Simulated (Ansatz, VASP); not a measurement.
## Zr: VASP beside Ansatz

File INCAR:

```
PREC = Accurate
ENCUT = 600
EDIFF = 1E-6
ISMEAR = -1
SIGMA = 0.1
LREAL = False
LASPH = True
NELM = 80
ALGO = Normal
ISIF = 3
LWAVE = False
LCHARG = False
IBRION = 2
NSW = 60
EDIFFG = -0.005
```

The input KPOINTS:

```
Automatic mesh
0
Gamma
  15 15 8
```

The input POSCAR:

```
Zr
1.0
    3.1432143070      0.0000000000      0.0000000000
   -1.5716071535      2.7221034394      0.0000000000
    0.0000000000      0.0000000000      5.0920071773
Zr
2
Direct
    0.3333333333      0.6666666667      0.2500000000
    0.6666666667      0.3333333333      0.7500000000
```

Input for Ansatz:

```yaml
crystal:
  lattice:
    - [3.143214307, 0.0, 0.0]
    - [-1.5716071535, 2.7221034394, 0.0]
    - [0.0, 0.0, 5.0920071773]
  atoms:
    - { symbol: Zr, position: [0.3333333333, 0.6666666667, 0.25] }
    - { symbol: Zr, position: [0.6666666667, 0.3333333333, 0.75] }
kpoints:
  mp_grid: { grid: [15, 15, 8] }
scf:
  occupations: { method: fermi_dirac, width: 0.1 }
hamiltonian:
  xc: lda
  pseudopotentials: { kind: paw }
output:
  forces: true
  stress: true
relax:
  f_tol: 0.005
  max_steps: 40
  cell: {}
```

Alike in both runs: task relaxation of cell and atoms; functional LDA; k mesh 15 × 15 × 8; occupations fermi-dirac, width 0.1 eV; no spin polarisation.

|  | VASP | Ansatz |
| --- | --- | --- |
| version | VASP 6.6.1 | Ansatz 0.2.0 |
| potentials or method | VASP PAW LDA potentials, release 64 (Zr_sv) | PAW with Ansatz's default frozen-core files, scalar-relativistic |
| plane-wave cutoff (eV) | 600 | 420 |
| valence electrons in the cell | 24 | 24 |

```tsv
	VASP	Ansatz	Ansatz less VASP
relaxed volume (Å³/atom)	21.81	21.80	-0.014
relaxed cell length with the largest relative difference (Å)	5.098	5.096	-0.0016
```

LDA's correlation is that of Perdew and Zunger in VASP and of Perdew and Wang (1992) in Ansatz.
